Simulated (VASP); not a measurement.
# TiO2 in VASP: a series of runs

The runs below take TiO2 through single point, with LDA.

Everything below comes from runs of VASP 6.6.1. Logs are shortened: lines on timing, memory, paths and dates and some standing lists are left out, and cuts for length are marked.

### Step 1. The cell of the first run

The typed cell holds 6 atoms: a = 3.739 Å, b = 3.739 Å, c = 5.417 Å, α = 110.18°, β = 110.18°, γ = 90.00°.

### Step 2. Single point, LDA

INCAR reads:

```
PREC = Accurate
ENCUT = 520
EDIFF = 1E-7
ISMEAR = 0
SIGMA = 0.1
LREAL = False
LASPH = True
NELM = 80
ALGO = Normal
ISIF = 2
LWAVE = False
LCHARG = True
GGA = CA
LELF = True
LVHAR = True
NBANDS = 33
```

KPOINTS reads:

```
regular mesh
0
Gamma
  6 6 4
```

POSCAR reads:

```
TiO2
1.0
    2.6439701434     -2.6439844221     -0.0194580017
    2.6439701434      2.6439844221     -0.0194580017
   -2.6076207123      0.0000000000      4.7475905479
Ti O
2 4
Direct
    0.1250838811      0.8749161189      0.2500000000
    0.8749161189      0.1250838811      0.7500000000
    0.3329229847      0.0831208130      0.6659429413
    0.6670770153      0.9168791870      0.3340570587
    0.9168791870      0.6670770153      0.8340570587
    0.0831208130      0.3329229847      0.1659429413
```

Potentials or basis: VASP PAW LDA potentials, release 64 (Ti_sv, O).

Started as:

```console
> cat potpaw_LDA.64/Ti_sv/POTCAR potpaw_LDA.64/O/POTCAR > POTCAR
> mpirun -np 1 vasp_std > vasp.out
```

OUTCAR:

```text
PREC = Accurate
   ENCUT = 520
   EDIFF = 1E-7
   ISMEAR = 0
   LREAL = False
   LASPH = True
   NELM = 80
   ISIF = 2
   GGA = CA

 ion  position               nearest neighbor table
   1  0.125  0.875  0.250-   4 1.91   6 1.91   6 1.91   4 1.91   3 1.97   5 1.97
   2  0.875  0.125  0.750-   5 1.91   3 1.91   5 1.91   3 1.91   6 1.97   4 1.97
   3  0.333  0.083  0.666-   2 1.91   2 1.91   1 1.97
   4  0.667  0.917  0.334-   1 1.91   1 1.91   2 1.97
   5  0.917  0.667  0.834-   2 1.91   2 1.91   1 1.97
   6  0.083  0.333  0.166-   1 1.91   1 1.91   2 1.97

  LATTYP: Found a base centered monoclinic cell.
 ALAT       =     5.2880834838
 B/A-ratio  =     0.9999783211
 C/A-ratio  =     1.0242986124
 COS(beta)  =    -0.4878521475

  Lattice vectors:

 A1 = (   2.6439701434,  -2.6439844221,  -0.0194580017)
 A2 = (   2.6439701434,   2.6439844221,  -0.0194580017)
 A3 = (  -2.6076207123,   0.0000000000,   4.7475905479)

Analysis of symmetry for initial positions (statically):
=====================================================================
 Subroutine PRICEL returns:
 Original cell was already a primitive cell.

 Routine SETGRP: Setting up the symmetry group for a
 base centered monoclinic supercell.

 Subroutine GETGRP returns: Found  4 space group operations
 (whereof  2 operations were pure point group operations)
 out of a pool of  4 trial point group operations.

The static configuration has the point symmetry S_2 .
 The point group associated with its full space group is C_2h.

Analysis of symmetry for dynamics (positions and initial velocities):
=====================================================================
 Subroutine PRICEL returns:
 Original cell was already a primitive cell.

 Routine SETGRP: Setting up the symmetry group for a
 base centered monoclinic supercell.

 Subroutine GETGRP returns: Found  4 space group operations
 (whereof  2 operations were pure point group operations)
 out of a pool of  4 trial point group operations.

The dynamic configuration has the point symmetry S_2 .
 The point group associated with its full space group is C_2h.

 Subroutine INISYM returns: Found  4 space group operations
 (whereof  2 operations are pure point group operations),
 and found     1 'primitive' translations

----------------------------------------------------------------------------------------

                                     Primitive cell

  volume of cell :      66.1089
[... 94 lines left out ...]
   LASPH  =      T    aspherical Exc in radial PAW
   ENCUT  =  520.0 eV  38.22 Ry    6.18 a.u.   6.95  6.95 10.07*2*pi/ulx,y,z
   NELM   =     80;   NELMIN=  2; NELMDL= -5     # of ELM steps
   EDIFF  = 0.1E-06   stopping-criterion for ELM
   LREAL  =      F    real-space projection
   EDIFFG = 0.1E-05   stopping-criterion for IOM
   NSW    =      0    number of steps for IOM
   IBRION =     -1    ionic relax: 0-MD 1-quasi-New 2-CG
   NFREE  =      0    steps in history (QN), initial steepest desc. (CG)
   ISIF   =      2    stress and relaxation
   ISYM   =      2    0-nonsym 1-usesym 2-fastsym
   POTIM  = 0.5000    time-step for ionic-motion
   TEBEG  =    0.0;   TEEND  =   0.0 temperature during run
   PSTRESS=    0.0 pullay stress
   NELECT =      48.0000    total number of electrons
   NUPDOWN=      -1.0000    fix difference up-down
   EMIN   =  10.00;   EMAX   =-10.00  energy-range for DOS
   EFERMI =   0.00;   METHOD = LEGACY
   ISMEAR =     0;   SIGMA  =   0.10  broadening in eV -4-tet -1-fermi 0-gaus
   EFERMI_NEDOS =   21; number of points for ismear=-14 and -15
   IALGO  =     38    algorithm
   IMIX   =      4    mixing-type and parameters
     AMIX     =   0.40;   BMIX     =  1.00
     AMIX_MAG =   1.60;   BMIX_MAG =  1.00
  volume/ion in A,a.u.               =      11.02        74.35
  Fermi-wavevector in a.u.,A,eV,Ry     =   1.471416  2.780572 29.457483  2.165064
  Thomas-Fermi vector in A             =   2.586554
   LORBIT       =      0    0 simple, 1 ext, 2 COOP (PROOUT), +10 PAW based schemes
   GGA     = CA    functional components
   LHFCALC =     F    Hartree Fock is set to
   AEXX    =    0.0000 exact exchange contribution
   IVDW    =     0    specifies the selected vdW correction
   LEPSILON=     F    determine dielectric tensor
   LRPA    =     F    only Hartree local field effects (RPA)
 non-spin polarized calculation
 Gauss-broadening in eV      SIGMA  =   0.10
  energy-cutoff  :      520.00
  volume of cell :       66.11
 maximum number of plane-waves:      1798
   NGX = 13   NGY = 13   NGZ = 21

 number of electron      47.9999995 magnetization

 Free energy of the ion-electron system (eV)
  ---------------------------------------------------
  ext. energy  EPLUGINS =         0.00000000
  ---------------------------------------------------
  free energy    TOTEN  =       -58.83496167 eV

  energy without entropy =      -58.83496167  energy(sigma->0) =      -58.83496167

 E-fermi :   3.8812     XC(G=0): -11.4962

 val. band max:        3.3358336594   @ k =   0.5000   0.5000  -0.0000
 cond. band min:       5.4436775279   @ k =   0.0000   0.0000   0.0000
 fundamental gap:      2.1078438686
 Fermi energy:         3.8811536905

 k-point     1 :       0.0000    0.0000    0.0000
  band No.  band energies     occupation
      1     -52.1687      2.00000
      2     -52.0949      2.00000
      3     -29.0962      2.00000
      4     -28.8179      2.00000
      5     -28.8179      2.00000
      6     -28.7351      2.00000
[... 853 lines left out ...]
     32       9.7834      0.00000
     33      10.0396      0.00000

 [... further k-points ...]
[... 5 lines left out ...]
  --------------------------------------------------------------------------------------
  -------------------------------------------------------------------------------------
  Total        0.5417262      0.5428453      0.5231513      0.0000000      0.0000000     -0.0041755
  in kB       13.1289729     13.1560959     12.6788031      0.0000000      0.0000000     -0.1011957
  external PRESSURE =      12.9879573 kB  Pullay stress =       0.0000000 kB

 VOLUME and BASIS-vectors are now :
 -----------------------------------------------------------------------------
  energy-cutoff  :      520.00
  volume of cell :       66.11
      direct lattice vectors                 reciprocal lattice vectors
     2.643970143 -2.643984422 -0.019458002     0.189877061 -0.189108527  0.104290240
     2.643970143  2.643984422 -0.019458002     0.189877061  0.189108527  0.104290240
    -2.607620712  0.000000000  4.747590548     0.001556422  0.000000000  0.211488027

 POSITION                                       TOTAL-FORCE (eV/Angst)
 -----------------------------------------------------------------------------------
      1.99206      1.98254      1.16744         0.000000      0.000190     -0.000000
      0.68825     -1.98254      3.54123        -0.000000     -0.000190      0.000000
     -0.63652     -0.66047      3.15353        -0.000269     -0.000124      0.032044
      3.31684      0.66047      1.55515         0.000269      0.000124     -0.032044
      2.01303     -0.66047      3.92894         0.000269     -0.000124     -0.032044
      0.66729      0.66047      0.77973        -0.000269      0.000124      0.032044
 -----------------------------------------------------------------------------------
    total drift:                                0.000000     -0.000000     -0.000000

  FREE ENERGIE OF THE ION-ELECTRON SYSTEM (eV)
  ---------------------------------------------------
  free  energy   TOTEN  =       -58.8349616737 eV

  energy  without entropy=      -58.8349616737  energy(sigma->0) =      -58.83496167
```

OSZICAR:

```text
N       E                     dE             d eps       ncg     rms          rms(c)
DAV:   1     0.658026687216E+03    0.65803E+03   -0.24511E+04  3102   0.170E+03
DAV:   2     0.238228824262E+02   -0.63420E+03   -0.58948E+03  3410   0.514E+02
DAV:   3    -0.693234390867E+02   -0.93146E+02   -0.91640E+02  4226   0.187E+02
DAV:   4    -0.751025025107E+02   -0.57791E+01   -0.57678E+01  4716   0.436E+01
DAV:   5    -0.753563343872E+02   -0.25383E+00   -0.25381E+00  3983   0.681E+00    0.328E+01
DAV:   6    -0.591242631575E+02    0.16232E+02   -0.75331E+01  4338   0.888E+01    0.109E+01
DAV:   7    -0.591044055001E+02    0.19858E-01   -0.14425E+01  4166   0.321E+01    0.985E+00
DAV:   8    -0.588857925075E+02    0.21861E+00   -0.58618E-01  4137   0.746E+00    0.584E+00
DAV:   9    -0.588617241512E+02    0.24068E-01   -0.50332E-01  4428   0.726E+00    0.172E+00
DAV:  10    -0.588436216558E+02    0.18102E-01   -0.18526E-01  4361   0.488E+00    0.868E-01
DAV:  11    -0.588350037611E+02    0.86179E-02   -0.32861E-02  3991   0.117E+00    0.215E-01
DAV:  12    -0.588350970814E+02   -0.93320E-04   -0.24536E-03  3659   0.546E-01    0.117E-01
DAV:  13    -0.588349965698E+02    0.10051E-03   -0.45830E-04  4330   0.284E-01    0.471E-02
DAV:  14    -0.588349614616E+02    0.35108E-04   -0.16846E-04  3921   0.830E-02    0.918E-03
DAV:  15    -0.588349616614E+02   -0.19981E-06   -0.74009E-06  4285   0.221E-02    0.774E-03
DAV:  16    -0.588349616737E+02   -0.12366E-07   -0.84908E-07  3804   0.549E-03
   1 F= -.58834962E+02 E0= -.58834962E+02  d E =-.186964E-15
```

Run time: 64 s. Hardware: 1 thread of Intel Xeon Platinum 8488C (Sapphire Rapids), shared host; peak memory 0.2 GiB.

What came out:

* Free energy: -58.8350 eV
* Pressure: 1.3 GPa
* Largest force: 0.032 eV/Å
* Band gap on the k mesh: 2.11 eV, indirect (least direct gap 2.42 eV)

Forces in eV/Å, atoms in the order of the input:
```
Ti   0.000  0.000  0.000
Ti   0.000  0.000  0.000
O    0.000  0.000  0.032
O    0.000  0.000 -0.032
O    0.000  0.000 -0.032
O    0.000  0.000  0.032
```

A k mesh can miss the band edges. As with any semilocal functional, this LDA gap is likely too small.

### Step 3. Single point, LDA (strain along c alone, the other axes held: +3.0 %, then relaxed in part)

INCAR reads:

```
SYSTEM = TiO2
ALGO = Normal ; EDIFF = 1E-6
ENCUT = 520 ; ISIF = 2
ISMEAR = 0 ; LASPH = .TRUE.
LCHARG = .TRUE. ; LELF = .TRUE.
LREAL = .FALSE. ; LVHAR = .TRUE.
LWAVE = .FALSE. ; NBANDS = 60
NELM = 80 ; PREC = Accurate
SIGMA = 0.02
```

KPOINTS reads:

```
k-points
0
G
  6 6 6
  0 0 0
```

POSCAR reads:

```
TiO2
1.0
    5.3258403196      0.0000000000     -0.0675593238
    0.0000000000      5.2879688278      0.0000000000
   -2.7217626514      0.0000000000      4.8701202906
Ti O
4 8
Direct
    0.5000000000      0.3795773554      0.2500000000
    0.5000000000      0.6204226446      0.7500000000
    0.0000000000      0.8795773554      0.2500000000
    0.0000000000      0.1204226446      0.7500000000
    0.2030501041      0.8698839337      0.6602182973
    0.7969498959      0.1301160663      0.3397817027
    0.7969498959      0.8698839337      0.8397817027
    0.2030501041      0.1301160663      0.1602182973
    0.7030501041      0.3698839337      0.6602182973
    0.2969498959      0.6301160663      0.3397817027
    0.2969498959      0.3698839337      0.8397817027
    0.7030501041      0.6301160663      0.1602182973
```

Potentials or basis: VASP PAW LDA potentials, release 64 (Ti_sv, O).

Started as:

```console
> cat potpaw_LDA.64/Ti_sv/POTCAR potpaw_LDA.64/O/POTCAR > POTCAR
> mpirun -np 1 vasp_std > vasp.out
```

OUTCAR:

```text
SYSTEM = TiO2
   EDIFF = 1E-6
   ENCUT = 520
   ISIF = 2
   ISMEAR = 0
   LASPH = .TRUE.
   LREAL = .FALSE.
   NELM = 80
   PREC = Accurate

 ion  position               nearest neighbor table
   1  0.500  0.380  0.250-   6 1.92   8 1.92  10 1.93  12 1.93  11 1.99   9 1.99
   2  0.500  0.620  0.750-   5 1.92   7 1.92   9 1.93  11 1.93  10 1.99  12 1.99
   3  0.000  0.880  0.250-  10 1.92  12 1.92   6 1.93   8 1.93   7 1.99   5 1.99
   4  0.000  0.120  0.750-   9 1.92  11 1.92   5 1.93   7 1.93   6 1.99   8 1.99
   5  0.203  0.870  0.660-   2 1.92   4 1.93   3 1.99
   6  0.797  0.130  0.340-   1 1.92   3 1.93   4 1.99
   7  0.797  0.870  0.840-   2 1.92   4 1.93   3 1.99
[... 1761 lines left out ...]
  energy-cutoff  :      520.00
  volume of cell :      136.18
      direct lattice vectors                 reciprocal lattice vectors
     5.325840320  0.000000000 -0.067559324     0.189104428  0.000000000  0.105684735
     0.000000000  5.287968828  0.000000000     0.000000000  0.189108528  0.000000000
    -2.721762651  0.000000000  4.870120291     0.002623296  0.000000000  0.206799818

 POSITION                                       TOTAL-FORCE (eV/Angst)
 -----------------------------------------------------------------------------------
      1.98248      2.00719      1.18375         0.000000      0.011838     -0.000000
      0.62160      3.28078      3.61881         0.000000     -0.011838     -0.000000
     -0.68044      4.65118      1.21753         0.000000      0.011838     -0.000000
     -2.04132      0.63679      3.65259         0.000000     -0.011838     -0.000000
     -0.71555      4.59992      3.20162        -0.005591      0.001146      0.033522
      3.31962      0.68805      1.60094         0.005591     -0.001146     -0.033522
      1.95874      4.59992      4.03600         0.005591      0.001146     -0.033522
      0.64534      0.68805      0.76656        -0.005591     -0.001146      0.033522
      1.94738      1.95593      3.16784        -0.005591      0.001146      0.033522
      0.65670      3.33203      1.63472         0.005591     -0.001146     -0.033522
     -0.70418      1.95593      4.06978         0.005591      0.001146     -0.033522
      3.30826      3.33203      0.73278        -0.005591     -0.001146      0.033522
 -----------------------------------------------------------------------------------
    total drift:                               -0.000000     -0.000000      0.000000

  FREE ENERGIE OF THE ION-ELECTRON SYSTEM (eV)
  ---------------------------------------------------
  free  energy   TOTEN  =      -117.6161796981 eV

  energy  without entropy=     -117.6161796981  energy(sigma->0) =     -117.61617970
```

stdout:

```text
POSCAR found type information on POSCAR TiO
 POSCAR found :  2 types and      12 ions
 scaLAPACK will be used
 LDA part: xc-table for (Slater(with rela. corr.)+CA(PZ))
 , standard interpolation
 POSCAR, INCAR and KPOINTS ok, starting setup
 FFT: planning ... GRIDC
 FFT: planning ... GRID_SOFT
 FFT: planning ... GRID
 WAVECAR not read
 entering main loop
```

Wall time 12 min (1 thread of Intel Xeon Platinum 8488C (Sapphire Rapids), shared host); peak memory 0.52 GiB.

Results:

```yaml
Free_energy: -117.6162 eV
Pressure: -4.2 GPa
Largest_force: 0.034 eV/Å
Band_gap_on_the_k_mesh: 2.12 eV
```

Forces in eV/Å, atoms in the order of the input:
```
Ti   0.000  0.012  0.000
Ti   0.000 -0.012  0.000
Ti   0.000  0.012  0.000
Ti   0.000 -0.012  0.000
O   -0.006  0.001  0.034
O    0.006 -0.001 -0.034
O    0.006  0.001 -0.034
O   -0.006 -0.001  0.034
O   -0.006  0.001  0.034
O    0.006 -0.001 -0.034
O    0.006  0.001 -0.034
O   -0.006 -0.001  0.034
```

Caveat: the cell differs from its parent crystal (strain along c alone, the other axes held: +3.0 %, then relaxed in part).

(Part 1 of 2 ends here.)
